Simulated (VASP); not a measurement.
# ScAl: single point with PBEsol

Crystal: ScAl.

```
Sc Al
1.0
    -3.29071    0.00000    0.00000
     0.00000    0.00000   -4.33681
     0.00000  -11.26727    0.00000
Sc Al
4 4
Direct
  0.00000 0.75000 0.57423
  0.50000 0.75000 0.08532
  0.00000 0.25000 0.89249
  0.50000 0.25000 0.40358
  0.00000 0.75000 0.31251
  0.50000 0.75000 0.80142
  0.00000 0.25000 0.17639
  0.50000 0.25000 0.66530
```

This cell differs from its parent crystal: the distance across one plane changed.

```
Program             : VASP 6.6.1
Task                : single point
Functional          : PBEsol
Potentials or basis : VASP PAW PBE potentials, release 64 (Sc_sv, Al)
Cutoff              : 520 eV
k mesh              : 14 × 11 × 5
Occupations         : gaussian, width 0.15 eV
Spin                : no spin polarisation
```

| Quantity | Value |
| --- | --- |
| Pressure | -1.3 GPa |
| Largest force | 0.452 eV/Å |
| Band gap on the k mesh | zero (bands 28 and 29 overlap by 1.41 eV) |

Forces on the atoms (eV/Å):
```
Sc   0.000 -0.019  0.000
Sc   0.000  0.452  0.000
Sc   0.000 -0.452  0.000
Sc   0.000  0.019  0.000
Al   0.000  0.074  0.000
Al   0.000 -0.269  0.000
Al   0.000  0.269  0.000
Al   0.000 -0.074  0.000
```

Stress tensor (GPa, compression positive):
```
-0.27  0.00  0.00
 0.00 -3.12  0.00
 0.00  0.00 -0.43
```

Levels at points of the mesh, in eV from the Fermi level:
| k point | band 24 | band 25 | band 26 | band 27 | band 28 | band 29 | band 30 | band 31 | band 32 | band 33 |
| --- | --- | --- | --- | --- | --- | --- | --- | --- | --- | --- |
| (0.00, 0.00, 0.00) | -1.45 | -1.04 | -0.47 | -0.41 | 0.57 | 1.02 | 1.10 | 1.67 | 1.78 | 1.91 |
| (0.50, 0.00, 0.00) | -1.42 | -1.14 | -1.14 | -0.36 | -0.36 | -0.14 | -0.14 | 0.66 | 0.67 | 0.88 |

Wall time 42 min on 1 thread of Intel Xeon 8259CL, on a shared host, peak memory 0.68 GiB.

Caveat: the cell differs from its parent crystal (the distance across one plane changed); the PAW data sets were made with another functional, which shifts forces and pressure a little.
